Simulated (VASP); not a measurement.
# AlN: single point with PBEsol

The system is AlN.

```
Al N
1.0
     6.62423    0.00000    0.00000
    -1.65606    2.86838    0.00000
     0.00000    0.00000    4.18756
Al N
4 4
Direct
  0.15744 0.66213 0.76309
  0.33656 0.35187 0.25334
  0.65848 0.64788 0.74875
  0.83476 0.32991 0.24535
  0.16673 0.65573 0.24188
  0.33583 0.32272 0.74759
  0.66809 0.67573 0.24093
  0.85393 0.36166 0.74932
```

```json
{"Program": "VASP 6.6.1", "Task": "single point", "Functional": "PBEsol", "Potentials or basis": "VASP PAW PBE potentials, release 64 (Al, N)", "Cutoff": "520 eV", "k mesh": "3 × 3 × 2, shifted", "Occupations": "gaussian, width 0.01 eV", "Spin": "no spin polarisation", "Dipole correction": "no", "Further INCAR settings": "ALGO = Normal; EDIFF = 1e-06; NBANDS = 26"}
```

* Pressure: -1.2 GPa
* Largest force: 4.051 eV/Å
* Band gap on the k mesh: 5.22 eV

Forces on the atoms (eV/Å):
```
Al   2.719  0.960 -0.377
Al   0.267 -1.233  0.048
Al   1.080  1.113  0.005
Al   0.143  0.649  0.205
N   -0.395  0.928  0.289
N   -0.655  0.409 -0.194
N    0.152 -0.520  0.380
N   -3.311 -2.307 -0.356
```

Stress tensor (GPa, compression positive):
```
 3.83  6.22  0.29
 6.22 -4.73  0.01
 0.29  0.01 -2.85
```

Levels at points of the mesh, in eV from the valence-band top:
| k point | band 13 | band 14 | band 15 | band 16 | band 17 | band 18 | band 19 | band 20 |
| --- | --- | --- | --- | --- | --- | --- | --- | --- |
| (0.17, 0.17, 0.25) | -1.72 | -1.27 | -0.36 | -0.01 | 5.45 | 6.04 | 7.01 | 7.24 |

Run time: 32 s on 1 thread of Intel(R) Xeon(R) Platinum 8375C CPU @ 2.90GHz (Ice Lake), with other jobs on the host, peak memory 0.19 GiB.

Caveat: the k points lie up to 0.75 Å⁻¹ apart; the PAW data sets were made with another functional, which shifts forces and pressure a little; a shifted mesh leaves out Γ, where band edges can lie. A k mesh can miss the band edges.
